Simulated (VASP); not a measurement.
# CdS (F-43m) in VASP: a series of runs

CdS is run at these levels: PBE, PBE+U, RPBE; tasks: single point.

Everything below comes from runs of VASP 6.6.1. Logs are shortened: lines on timing, memory, paths and dates and some standing lists are left out, and cuts for length are marked.

**1. The cell of the first run**

It takes space group F-43m (No. 216, cubic). The conventional cell has a = 5.886 Å, b = 5.886 Å, c = 5.886 Å, α = 90.00°, β = 90.00°, γ = 90.00°. Cd (site symmetry -43m) has 4 S at 2.55 Å within 3.4 Å. S (site symmetry -43m) has 4 Cd at 2.55 Å within 3.4 Å.

**2. Single point, PBE, collinear spin, ferromagnetic start**

File INCAR:

```
ALGO = Normal ; EDIFF = 1E-6
ENCUT = 520 ; GGA = PE
ISIF = 2 ; ISMEAR = 0
ISPIN = 2 ; LASPH = T
LCHARG = F ; LORBIT = 11
LREAL = F ; LWAVE = F
MAGMOM = 0.71 2.23 ; NBANDS = 20
NELM = 150 ; NUPDOWN = 5.0
PREC = Accurate ; SIGMA = 0.1
```

File KPOINTS:

```
k-points
0
Gamma
  4 4 4
```

File POSCAR:

```
CdS
1.0
    0.0000000000      2.9429534649      2.9429534649
    2.9429534649      0.0000000000      2.9429534649
    2.9429534649      2.9429534649      0.0000000000
Cd S
1 1
Direct
    0.0000000000      0.0000000000      0.0000000000
    0.2500000000      0.2500000000      0.2500000000
```

Potentials or basis: VASP PAW PBE potentials, release 64 (Cd, S).

Started as:

```console
$ cat potpaw_PBE.64/Cd/POTCAR potpaw_PBE.64/S/POTCAR > POTCAR
$ mpirun -np 1 vasp_std > vasp.out
```

OUTCAR:

```text
EDIFF = 1E-6
   ENCUT = 520
   GGA = PE
   ISIF = 2
   ISMEAR = 0
   ISPIN = 2
   LASPH = T
   LORBIT = 11
   LREAL = F
   NELM = 150
   NUPDOWN = 5.0
   PREC = Accurate

 ion  position               nearest neighbor table
   1  0.000  0.000  0.000-   2 2.55   2 2.55   2 2.55   2 2.55
   2  0.250  0.250  0.250-   1 2.55   1 2.55   1 2.55   1 2.55

  LATTYP: Found a face centered cubic cell.
 ALAT       =     5.8859069298

  Lattice vectors:

 A1 = (   0.0000000000,   2.9429534649,   2.9429534649)
 A2 = (   2.9429534649,   0.0000000000,   2.9429534649)
 A3 = (   2.9429534649,   2.9429534649,   0.0000000000)

Analysis of symmetry for initial positions (statically):
=====================================================================
 Subroutine PRICEL returns:
 Original cell was already a primitive cell.

 Routine SETGRP: Setting up the symmetry group for a
 face centered cubic supercell.

 Subroutine GETGRP returns: Found 24 space group operations
 (whereof 24 operations were pure point group operations)
 out of a pool of 48 trial point group operations.

The static configuration has the point symmetry T_d .

Analysis of symmetry for dynamics (positions and initial velocities):
=====================================================================
 Subroutine PRICEL returns:
 Original cell was already a primitive cell.

 Routine SETGRP: Setting up the symmetry group for a
 face centered cubic supercell.

 Subroutine GETGRP returns: Found 24 space group operations
 (whereof 24 operations were pure point group operations)
 out of a pool of 48 trial point group operations.

The dynamic configuration has the point symmetry T_d .

Analysis of structural, dynamic, and magnetic symmetry:
=====================================================================
 Subroutine PRICEL returns:
 Original cell was already a primitive cell.

 Routine SETGRP: Setting up the symmetry group for a
 face centered cubic supercell.

 Subroutine GETGRP returns: Found 24 space group operations
 (whereof 24 operations were pure point group operations)
 out of a pool of 48 trial point group operations.

The overall configuration has the point symmetry T_d .

 Subroutine INISYM returns: Found 24 space group operations
 (whereof 24 operations are pure point group operations),
 and found     1 'primitive' translations

[... 99 lines left out ...]
  Fermi-wavevector in a.u.,A,eV,Ry     =   1.157104  2.186609 18.216690  1.338889
  Thomas-Fermi vector in A             =   2.293718
   LORBIT       =     11    0 simple, 1 ext, 2 COOP (PROOUT), +10 PAW based schemes
   GGA     = PE    functional components
   LHFCALC =     F    Hartree Fock is set to
   AEXX    =    0.0000 exact exchange contribution
   IVDW    =     0    specifies the selected vdW correction
   LEPSILON=     F    determine dielectric tensor
   LRPA    =     F    only Hartree local field effects (RPA)
 spin polarized calculation
 Gauss-broadening in eV      SIGMA  =   0.10
  energy-cutoff  :      520.00
  volume of cell :       50.98
 maximum number of plane-waves:      1384
 NGX is ok and might be reduce to    32
   NGX = 15   NGY = 15   NGZ = 15

 number of electron      18.0000004 magnetization       4.9997960

 Free energy of the ion-electron system (eV)
  ---------------------------------------------------
  ext. energy  EPLUGINS =         0.00000000
  ---------------------------------------------------
  free energy    TOTEN  =         8.76812837 eV

  energy without entropy =        8.78481461  energy(sigma->0) =        8.77647149

 E-fermi :  -2.3250     XC(G=0):  -9.3060

 val. band max:        6.7463948811   @ k =   0.2500   0.0000   0.0000
 cond. band min:      -2.0603214426   @ k =  -0.2500   0.2500   0.0000
 fundamental gap:     -8.8067163236
 Fermi energy:         6.7927215743

 spin component 1

 k-point     1 :       0.0000    0.0000    0.0000
  band No.  band energies     occupation
      1     -14.0925      1.00000
      2      -7.2085      1.00000
      3      -7.2085      1.00000
      4      -7.2085      1.00000
      5      -6.4334      1.00000
      6      -6.4334      1.00000
[... 160 lines left out ...]
      6      -6.0508      1.00000
[... 12 lines left out ...]
     19      17.2811      0.00000
     20      18.5335      0.00000
 Fermi energy:        -2.3249709078

 spin component 2

 k-point     1 :       0.0000    0.0000    0.0000
  band No.  band energies     occupation
      1     -11.2765      1.00000
      2      -6.4406      1.00000
      3      -6.4406      1.00000
      4      -6.4406      1.00000
      5      -5.9866      1.00000
      6      -5.9866      1.00000
[... 173 lines left out ...]
     19      19.2878      0.00000
     20      20.8309      0.00000

------------------------ aborting loop because EDIFF is reached ----------------------------------------

  FORCE on cell =-STRESS in cart. coord.  units (eV):
  Direction    XX          YY          ZZ          XY          YZ          ZX
  --------------------------------------------------------------------------------------
  -------------------------------------------------------------------------------------
  Total        8.8127037      8.8127037      8.8127037      0.0000000      0.0000000      0.0000000
  in kB      276.9743607    276.9743607    276.9743607      0.0000000      0.0000000      0.0000000
  external PRESSURE =     276.9743607 kB  Pullay stress =       0.0000000 kB

 VOLUME and BASIS-vectors are now :
 -----------------------------------------------------------------------------
  energy-cutoff  :      520.00
  volume of cell :       50.98
      direct lattice vectors                 reciprocal lattice vectors
     0.000000000  2.942953465  2.942953465    -0.169897352  0.169897352  0.169897352
     2.942953465  0.000000000  2.942953465     0.169897352 -0.169897352  0.169897352
     2.942953465  2.942953465  0.000000000     0.169897352  0.169897352 -0.169897352

 POSITION                                       TOTAL-FORCE (eV/Angst)
 -----------------------------------------------------------------------------------
      0.00000      0.00000      0.00000        -0.000000     -0.000000      0.000000
      1.47148      1.47148      1.47148         0.000000      0.000000     -0.000000
 -----------------------------------------------------------------------------------
    total drift:                                0.000001      0.000001      0.000001

  FREE ENERGIE OF THE ION-ELECTRON SYSTEM (eV)
  ---------------------------------------------------
  free  energy   TOTEN  =         8.7681283749 eV

  energy  without entropy=        8.7848146066  energy(sigma->0) =        8.77647149

 total charge

# of ion       s       p       d       tot
------------------------------------------
    1        0.594   0.346   9.428  10.368
    2        1.421   1.929   0.000   3.350
--------------------------------------------------
tot          2.014   2.276   9.428  13.718

 magnetization (x)

# of ion       s       p       d       tot
------------------------------------------
    1        0.369   0.302   0.198   0.869
    2        0.117   1.479   0.000   1.596
--------------------------------------------------
tot          0.486   1.781   0.198   2.465
```

OSZICAR:

```text
N       E                     dE             d eps       ncg     rms          rms(c)
DAV:   1     0.123371253969E+03    0.12337E+03   -0.86077E+03   648   0.795E+02
DAV:   2     0.140994474778E+02   -0.10927E+03   -0.10301E+03   720   0.211E+02
DAV:   3     0.939694916356E+01   -0.47025E+01   -0.46706E+01   752   0.444E+01
DAV:   4     0.936600162029E+01   -0.30948E-01   -0.30936E-01   748   0.341E+00
DAV:   5     0.936568860914E+01   -0.31301E-03   -0.31299E-03   740   0.332E-01    0.192E+01
DAV:   6     0.102661073438E+02    0.90042E+00   -0.31837E+00   660   0.101E+01    0.124E+01
DAV:   7     0.936308611950E+01   -0.90302E+00   -0.30499E-01   680   0.377E+00    0.598E+00
DAV:   8     0.878775423911E+01   -0.57533E+00   -0.38741E-01   684   0.307E+00    0.962E-01
DAV:   9     0.876291945708E+01   -0.24835E-01   -0.31196E-02   720   0.138E+00    0.555E-01
DAV:  10     0.876810564511E+01    0.51862E-02   -0.88692E-03   684   0.463E-01    0.153E-01
DAV:  11     0.876774533980E+01   -0.36031E-03   -0.80564E-04   688   0.218E-01    0.938E-02
DAV:  12     0.876808856842E+01    0.34323E-03   -0.21117E-04   708   0.677E-02    0.447E-02
DAV:  13     0.876812102885E+01    0.32460E-04   -0.14422E-05   736   0.196E-02    0.246E-02
DAV:  14     0.876812679309E+01    0.57642E-05   -0.40402E-06   700   0.105E-02    0.602E-03
DAV:  15     0.876812841457E+01    0.16215E-05   -0.14810E-06   588   0.609E-03    0.319E-03
DAV:  16     0.876812837488E+01   -0.39685E-07   -0.11680E-07   488   0.233E-03
   1 F= 0.87681284E+01 E0= 0.87764715E+01  d E =-.166862E-01  mag=     5.0000
```

Run time: 21 s. Hardware: 1 thread of AMD EPYC 7R43 (Zen 3), shared host; peak memory 0.17 GiB.

Results:

```
Free energy                                           : 8.7681 eV
Pressure                                              : 27.7 GPa
Net moment                                            : 5.00 μB per cell
Site moments                                          : Cd +0.87; S +1.60 μB
Valence electrons inside the program's atomic spheres : Cd 10.37; S 3.35
```

Caveat: the k points lie up to 0.46 Å⁻¹ apart; the moment is held away from its start; the total moment is fixed, so each spin has its own Fermi level.

**3. Single point, PBE**

This run uses another cell than the first one, of 23.09 Å³/atom, 0.906 times its volume.

File INCAR:

```
ALGO = Normal
EDIFF = 1E-6
ENCUT = 500
GGA = PE
GGA_COMPAT = False
ISIF = 2
ISMEAR = 0
LASPH = True
LCHARG = False
LREAL = False
LWAVE = False
NBANDS = 16
NELECT = 19.0
NELM = 120
PREC = Accurate
SIGMA = 0.1
```

File KPOINTS:

```
Automatic mesh
0
Gamma
  1 1 1
  0.25 0.25 0.25
```

File POSCAR:

```
CdS
1.0
    0.0000000000      2.8476905507      2.8476905507
    2.8476905507      0.0000000000      2.8476905507
    2.8476905507      2.8476905507      0.0000000000
Cd S
1 1
Direct
    0.0000000000      0.0000000000      0.0000000000
    0.2500000000      0.2500000000      0.2500000000
```

Potentials or basis: VASP PAW PBE potentials, release 64 (Cd, S).

Started as:

```console
$ cat potpaw_PBE.64/Cd/POTCAR potpaw_PBE.64/S/POTCAR > POTCAR
$ mpirun -np 1 vasp_std > vasp.out
```

OUTCAR:

```text
EDIFF = 1E-6
   ENCUT = 500
   GGA = PE
   ISIF = 2
   ISMEAR = 0
   LASPH = True
   LREAL = False
   NELECT = 19.0
   NELM = 120
   PREC = Accurate

 ion  position               nearest neighbor table
   1  0.000  0.000  0.000-   2 2.47   2 2.47   2 2.47   2 2.47
   2  0.250  0.250  0.250-   1 2.47   1 2.47   1 2.47   1 2.47

  LATTYP: Found a face centered cubic cell.
 ALAT       =     5.6953811014

  Lattice vectors:

 A1 = (   0.0000000000,   2.8476905507,   2.8476905507)
 A2 = (   2.8476905507,   0.0000000000,   2.8476905507)
 A3 = (   2.8476905507,   2.8476905507,   0.0000000000)

Analysis of symmetry for initial positions (statically):
=====================================================================
 Subroutine PRICEL returns:
 Original cell was already a primitive cell.

 Routine SETGRP: Setting up the symmetry group for a
 face centered cubic supercell.

 Subroutine GETGRP returns: Found 24 space group operations
[... 136 lines left out ...]
  ext. energy  EPLUGINS =         0.00000000
  ---------------------------------------------------
  free energy    TOTEN  =         3.65069115 eV

  energy without entropy =        3.70711011  energy(sigma->0) =        3.67890063

 E-fermi :   4.7343     XC(G=0):  -9.9848

 val. band max:        2.0525299326   @ k =   0.2500   0.2500   0.2500
 cond. band min:       4.7343140046   @ k =   0.2500   0.2500   0.2500
 fundamental gap:      2.6817840720
 Fermi energy:         4.7343140046

 k-point     1 :       0.2500    0.2500    0.2500
  band No.  band energies     occupation
      1     -10.0059      2.00000
      2      -6.0458      2.00000
      3      -6.0458      2.00000
      4      -5.8812      2.00000
      5      -5.6201      2.00000
      6      -5.6201      2.00000
[... 8 lines left out ...]
     15      12.4178      0.00000
     16      12.5222      0.00000

------------------------ aborting loop because EDIFF is reached ----------------------------------------

  FORCE on cell =-STRESS in cart. coord.  units (eV):
  Direction    XX          YY          ZZ          XY          YZ          ZX
  --------------------------------------------------------------------------------------
  -------------------------------------------------------------------------------------
  Total       19.9154586     19.9154586     19.9154586      0.0000000     -0.0000000      0.0000000
  in kB      690.8639245    690.8639245    690.8639245      0.0000000     -0.0000000      0.0000000
  external PRESSURE =     690.8639245 kB  Pullay stress =       0.0000000 kB

 VOLUME and BASIS-vectors are now :
 -----------------------------------------------------------------------------
  energy-cutoff  :      500.00
  volume of cell :       46.19
      direct lattice vectors                 reciprocal lattice vectors
     0.000000000  2.847690551  2.847690551    -0.175580875  0.175580875  0.175580875
     2.847690551  0.000000000  2.847690551     0.175580875 -0.175580875  0.175580875
     2.847690551  2.847690551  0.000000000     0.175580875  0.175580875 -0.175580875

 POSITION                                       TOTAL-FORCE (eV/Angst)
 -----------------------------------------------------------------------------------
      0.00000      0.00000      0.00000        -0.000000      0.000000      0.000000
      1.42385      1.42385      1.42385         0.000000     -0.000000     -0.000000
 -----------------------------------------------------------------------------------
    total drift:                               -0.000000     -0.000000     -0.000000

  FREE ENERGIE OF THE ION-ELECTRON SYSTEM (eV)
  ---------------------------------------------------
  free  energy   TOTEN  =         3.6506911500 eV

  energy  without entropy=        3.7071101083  energy(sigma->0) =        3.67890063
```

stdout:

```text
POSCAR found type information on POSCAR CdS
 POSCAR found :  2 types and       2 ions
 scaLAPACK will be used
 LDA part: xc-table for (Slater+PW92), standard interpolation
 POSCAR, INCAR and KPOINTS ok, starting setup
 FFT: planning ... GRIDC
 FFT: planning ... GRID_SOFT
 FFT: planning ... GRID
 WAVECAR not read
 entering main loop
 the old and the new charge density differ
 old charge density:    18.00000 new   19.00000
    0.266E+01
```

Run time: 5.2 s. Hardware: 1 thread of Intel Xeon 6975P-C, shared host; peak memory 0.16 GiB.

What came out:

- Free energy: 3.6507 eV

Caveat: the k points lie up to 1.91 Å⁻¹ apart; the cell carries a net charge on a neutralising background, which shifts energy and pressure; the cell is charged against a uniform background, so pressure and absolute levels hang on convention.

**4. Single point, PBE**

File INCAR:

```
SYSTEM = CdS
  PREC = Accurate
  ENCUT = 500
  EDIFF = 1E-6
  ISMEAR = 1
  SIGMA = 0.27211386245988
  LREAL = .FALSE.
  LASPH = .TRUE.
  NELM = 120
  ALGO = Normal
  ISIF = 2
  LWAVE = .FALSE.
  LCHARG = .FALSE.
  GGA = PE
  NBANDS = 16
  GGA_COMPAT = .FALSE.
```

File KPOINTS:

```
Automatic mesh
0
G
  1 1 1
  0 0 0
```

File POSCAR:

```
CdS
1.0
    0.0000000000      2.9429534649      2.9429534649
    2.9429534649      0.0000000000      2.9429534649
    2.9429534649      2.9429534649      0.0000000000
Cd S
1 1
Direct
    0.0000000000      0.0000000000      0.0000000000
    0.2500000000      0.2500000000      0.2500000000
```

Started as:

```console
$ cat potpaw_PBE.64/Cd/POTCAR potpaw_PBE.64/S/POTCAR > POTCAR
$ mpirun -np 1 vasp_gam > vasp.out
```

Run time: 4.9 s. Hardware: 1 thread of Intel Xeon 6975P-C, shared host; peak memory 0.15 GiB.

It converged, with:

| Quantity | Value |
| --- | --- |
| Free energy | 4.2725 eV |
| Pressure | 40.2 GPa |
| Band gap on the k mesh | 0.22 eV |

Levels at points of the mesh, in eV from the valence-band top:
```csv
k point,band 7,band 8,band 9,band 10,band 11,band 12
"(0.00, 0.00, 0.00)",0.00,0.00,0.00,0.22,5.58,5.58
```

Caveat: the k points lie up to 1.85 Å⁻¹ apart.

**5. Single point, PBE+U**

File INCAR:

```
PREC = Accurate ; ENCUT = 500
EDIFF = 1E-6 ; ISMEAR = 0
SIGMA = 0.01 ; LREAL = F
LASPH = T ; NELM = 200
ALGO = Normal ; ISIF = 2
LWAVE = F ; LCHARG = T
LDAU = T ; LDAUTYPE = 2
LDAUL = 2 -1 ; LDAUU = 0.75 0
LDAUJ = 0 0 ; LDAUPRINT = 1
GGA = PE ; LELF = T
LVHAR = T ; NBANDS = 16
GGA_COMPAT = F
```

File KPOINTS:

```
Automatic mesh
0
Gamma
  1 1 1
  0.5 0.5 0.5
```

POSCAR is that of step 4.

Started as:

```console
$ cat potpaw_PBE.64/Cd/POTCAR potpaw_PBE.64/S/POTCAR > POTCAR
$ mpirun -np 1 vasp_std > vasp.out
```

Run time: 5.6 s. Hardware: 1 thread of Intel Xeon 6975P-C, shared host; peak memory 0.16 GiB.

The run converged. Its results:

```yaml
Free_energy: -5.1007 eV
Pressure: 4.8 GPa
Band_gap_on_the_k_mesh: 3.54 eV
```

Levels at points of the mesh, in eV from the valence-band top:
| k point | band 5 | band 6 | band 7 | band 8 | band 9 | band 10 | band 11 | band 12 | band 13 | band 14 |
| --- | --- | --- | --- | --- | --- | --- | --- | --- | --- | --- |
| (0.50, 0.50, 0.50) | -7.10 | -6.72 | -3.61 | 0.00 | 0.00 | 3.54 | 7.53 | 7.53 | 7.99 | 11.57 |

Eigenvalues of the final occupation matrices:
```tsv
site	spin	trace	eigenvalues
site 1 d	1	4.82	0.96 0.96 0.97 0.97 0.97
site 1 d	2	4.82	0.96 0.96 0.97 0.97 0.97
```

Caveat: the k points lie up to 1.85 Å⁻¹ apart.

**6. Single point, RPBE**

File INCAR:

```
SYSTEM = CdS
PREC     = Accurate       ! precision mode
ENCUT    = 500            ! plane-wave cutoff, eV
EDIFF    = 1E-6           ! SCF threshold, eV
ISMEAR   = 0              ! smearing method
SIGMA    = 0.01           ! smearing width, eV
LREAL    = .False.        ! projectors in reciprocal space
LASPH    = .True.         ! aspherical terms in the spheres
NELM     = 120            ! most SCF steps
ALGO     = Normal         ! electronic algorithm
ISIF     = 2              ! what is computed and relaxed
LWAVE    = .False.        ! write WAVECAR
LCHARG   = .True.         ! write CHGCAR
GGA      = RP             ! functional
LELF     = .True.         ! ELF
LVHAR    = .True.       
NBANDS   = 16             ! bands
GGA_COMPAT= .False.
```

File KPOINTS:

```
Automatic mesh
0
Gamma
  2 2 2
  0 0 0
```

POSCAR is that of step 5.

Potentials or basis: VASP PAW PBE potentials, release 64 (Cd, S).

Started as:

```console
$ cat potpaw_PBE.64/Cd/POTCAR potpaw_PBE.64/S/POTCAR > POTCAR
$ mpirun -np 1 vasp_std > vasp.out
```

It took 6.2 s on 1 thread of Intel Xeon 6975P-C, shared host; peak memory 0.16 GiB.

Results (log left out):

```yaml
Free_energy: -4.6146 eV
Pressure: 6.8 GPa
Band_gap_on_the_k_mesh: 1.15 eV, direct
```

Levels at points of the mesh, in eV from the valence-band top:
| k point | band 6 | band 7 | band 8 | band 9 | band 10 | band 11 | band 12 | band 13 |
| --- | --- | --- | --- | --- | --- | --- | --- | --- |
| (0.00, 0.00, 0.00) | -7.56 | 0.00 | 0.00 | 0.00 | 1.15 | 6.42 | 6.42 | 6.42 |
| (0.50, 0.00, 0.00) | -7.17 | -4.28 | -0.73 | -0.73 | 2.95 | 6.90 | 6.90 | 7.61 |
| (0.50, 0.50, 0.00) | -7.09 | -3.92 | -1.81 | -1.81 | 3.63 | 4.26 | 9.37 | 10.61 |

Caveat: the k points lie up to 0.92 Å⁻¹ apart; the PAW data sets were made with another functional, which shifts forces and pressure a little.

**7. The runs side by side**

```csv
level,spin,U,fixed moment (μB),k mesh,cutoff (eV),smearing,gap on the mesh (eV),pressure (GPa)
PBE,"collinear, ferromagnetic start",-,5.0,4 × 4 × 4,520,gaussian 0.1 eV,-,27.7
PBE,off,-,-,1 × 1 × 1,500,methfessel-paxton 0.272114 eV,0.22,40.2
PBE+U,off,Cd d U = 0.75 eV,-,"1 × 1 × 1, shifted",500,gaussian 0.01 eV,3.54,4.8
RPBE,off,-,-,2 × 2 × 2,500,gaussian 0.01 eV,1.15,6.8
```

Alike in all rows: task single point; potentials or basis VASP PAW PBE potentials, release 64 (Cd, S); cell as given.

Caveats: all runs use coarse meshes; the moment is held away from its start (some runs); the total moment is fixed, so each spin has its own Fermi level (some runs); the PAW data sets were made with another functional, which shifts forces and pressure a little (some runs).

Total energies depend on the potentials used, so only differences within one code and one set of settings carry meaning.
